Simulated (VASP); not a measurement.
Input of a VASP 6.6.1 run:

Contents of INCAR:

```
PREC = Accurate
ENCUT = 840
EDIFF = 1E-7
ISMEAR = 0
SIGMA = 0.1
LREAL = F
LASPH = T
NELM = 120
ALGO = Normal
ISIF = 3
LWAVE = F
LCHARG = F
GGA = PE
IBRION = 2
NSW = 90
EDIFFG = -0.04
GGA_COMPAT = F
NELMIN = 4
```

File KPOINTS:

```
regular mesh
0
Gamma
  6 6 4
```

File POSCAR:

```
MgH6
1.0
    3.2227976400      0.0000000000      0.0000000000
   -1.6113988200      2.7910246300      0.0000000000
    0.0000000000      0.0000000000      6.2106931700
Mg H
1 6
Direct
    0.0000000000      0.0000000000      0.0000000000
    0.6666666700      0.3333333300      0.7122620700
    0.6666666700      0.3333333300      0.2877379300
    0.0000000000      0.0000000000      0.5000000000
    0.5230787300      0.4769212700      0.0000000000
    0.5230787300      0.0461574700      0.0000000000
    0.9538425300      0.4769212700      0.0000000000
```

Potentials or basis: VASP PAW PBE potentials, release 64 (Mg_sv, H).

The run is started by

```console
$ cat potpaw_PBE.64/Mg_sv/POTCAR potpaw_PBE.64/H/POTCAR > POTCAR
$ mpirun -np 1 vasp_std > vasp.out
```

Task: Predict the space group after relaxing (to 0.1 Å).

Result: P-6m2 (No. 187).

Task: Estimate the relaxed cell.

Result: a = 4.201 Å, b = 4.201 Å, c = 3.810 Å, α = 90.00°, β = 90.00°, γ = 120.00°.

Task: Estimate the relaxed volume.

Result: 8.32 Å³/atom.

Stress tensor (GPa, compression positive):
```
-0.13  0.00  0.00
 0.00 -0.13  0.00
 0.00  0.00 -0.25
```

Caveat: the k points lie up to 0.41 Å⁻¹ apart in the final cell, too coarse for converged energies and pressures of a metal; a cell axis changed by over 15 % at a fixed basis, so the end point is rough.
